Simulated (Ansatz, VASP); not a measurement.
# One calculation of Zn4Se3S, two programs

```
Zn Se S
1.0
     5.65905    0.00000    0.00000
     0.00000    5.65905    0.00000
     0.00000    0.00000    5.65905
Zn Se S
4 3 1
Direct
  0.75656 0.75656 0.75656
  0.75656 0.24344 0.24344
  0.24344 0.75656 0.24344
  0.24344 0.24344 0.75656
  0.50000 0.50000 0.00000
  0.50000 0.00000 0.50000
  0.00000 0.50000 0.50000
  0.00000 0.00000 0.00000
```

Alike in both runs: functional PBE; k mesh 6 × 6 × 6; occupations gaussian, width 0.02 eV; no spin polarisation.

Ansatz relaxed the structure, and its values are those at the end. VASP's run is a single point on that final structure, the one shown.

|  | VASP | Ansatz |
| --- | --- | --- |
| version | VASP 6.6.1 | Ansatz 0.2.0 |
| potentials or method | VASP PAW PBE potentials, release 64 (Zn, Se, S), cutoff 520 eV | scalar-relativistic, plane waves, PAW |
| valence electrons in the cell | 72 | 102 |

VASP gave:

```
gap on the k mesh at the Fermi level (eV) : 1.32
least direct gap on the mesh (eV)         : 1.32
pressure (GPa)                            : 0.2
rms of the force components (eV/Å)        : 0.004
```

Task: What did Ansatz give for the same quantities?

Result: gap on the k mesh at the Fermi level (eV): 1.32; least direct gap on the mesh (eV): 1.32; pressure (GPa): 0.0; rms of the force components (eV/Å): 0.002.

The functional is the same, so the differences come from potentials, cutoffs and numerics. VASP's potentials hold 72 valence electrons a cell and Ansatz's 102, so a difference there can come from the potentials and not from the codes.
